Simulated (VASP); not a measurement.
Write the native input for VASP 6.6.1 that does the following.

| Quantity | Value |
| --- | --- |
| Task | single point |
| Functional | LDA |
| Potentials or basis | VASP PAW LDA potentials, release 64 (Si) |
| Cutoff | 500 eV |
| k mesh | 10 × 10 × 10 |
| Occupations | fermi-dirac, width 1 eV |
| Spin | no spin polarisation |
| Dipole correction | no |
| Further INCAR settings | ALGO = Normal; EDIFF = 1e-06; NBANDS = 11 |

The structure of Si lies in POSCAR:

```
Si
1.0
    0.0000000000      2.7016643793      2.7016643793
    2.7016643793      0.0000000000      2.7016643793
    2.7016643793      2.7016643793      0.0000000000
Si
2
Direct
    0.5000000000      0.5000000000      0.5000000000
    0.7500000000      0.7500000000      0.7500000000
```

The input as run:

INCAR

```
PREC = Accurate
ENCUT = 500
EDIFF = 1E-6
ISMEAR = -1
SIGMA = 1.0
LREAL = False
LASPH = True
NELM = 120
ALGO = Normal
ISIF = 2
LWAVE = False
LCHARG = False
NBANDS = 11
GGA_COMPAT = False
```

KPOINTS

```
Automatic mesh
0
Gamma
  10 10 10
```

Potentials or basis: VASP PAW LDA potentials, release 64 (Si).

Run with:

```sh
$ cat potpaw_LDA.64/Si/POTCAR > POTCAR
$ mpirun -np 1 vasp_std > vasp.out
```

It gave:

```yaml
Pressure: 2.5 GPa
Band_gap_on_the_k_mesh: 0.54 eV, indirect (least direct gap 2.59 eV)
```

It took 12 s on 1 thread of Intel Xeon 6975P-C, on a shared host, peak memory 0.14 GiB.
